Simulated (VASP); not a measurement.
**Yb: single point with revpbe exchange, lda correlation**

Crystal: Yb.

```
Yb
1.0
     3.87990    0.00000    0.00000
    -1.93995    3.36009    0.00000
     0.00000    0.00000    6.38590
Yb
2
Cartesian
  0.0000 2.2401 1.5965
  1.9400 1.1200 4.7894
```

This isn't the form of Yb at room conditions, which is fcc.

```yaml
Program: VASP 6.6.1
Task: single point
Functional: revpbe exchange, lda correlation
Potentials_or_basis: VASP PAW PBE potentials, release 64 (Yb)
Cutoff: 600 eV
k_mesh: 8 × 8 × 4
Occupations: fermi-dirac, width 0.2 eV
Spin: no spin polarisation
```

```
Pressure               : 0.5 GPa
Band gap on the k mesh : zero (bands 24 and 25 overlap by 0.17 eV)
```

Stress tensor (GPa, compression positive):
```
0.60 0.00 0.00
0.00 0.60 0.00
0.00 0.00 0.27
```

Levels at points of the mesh, in eV from the Fermi level:
```tsv
k point	band 21	band 22	band 23	band 24	band 25	band 26	band 27	band 28
(0.00, 0.00, 0.00)	-0.83	-0.83	-0.82	-0.81	0.14	2.50	2.56	2.56
(0.50, 0.00, 0.00)	-0.83	-0.83	-0.82	-0.66	0.00	0.21	1.52	2.15
(0.00, 0.00, 0.50)	-0.83	-0.83	-0.82	-0.82	1.40	1.40	2.55	2.55
(0.50, 0.00, 0.50)	-0.83	-0.83	-0.83	-0.83	0.33	0.33	1.48	1.48
```

It took 3.2 min on 1 thread of Intel(R) Xeon(R) Platinum 8488C (Sapphire Rapids), on a shared host, peak memory 0.29 GiB.

Caveat: the PAW data sets were made with another functional, which shifts forces and pressure a little; spin-orbit coupling is left out, which moves the levels of the heavy elements. Spin polarisation is off, so any magnetic state and its effect on volume and gap are missing.
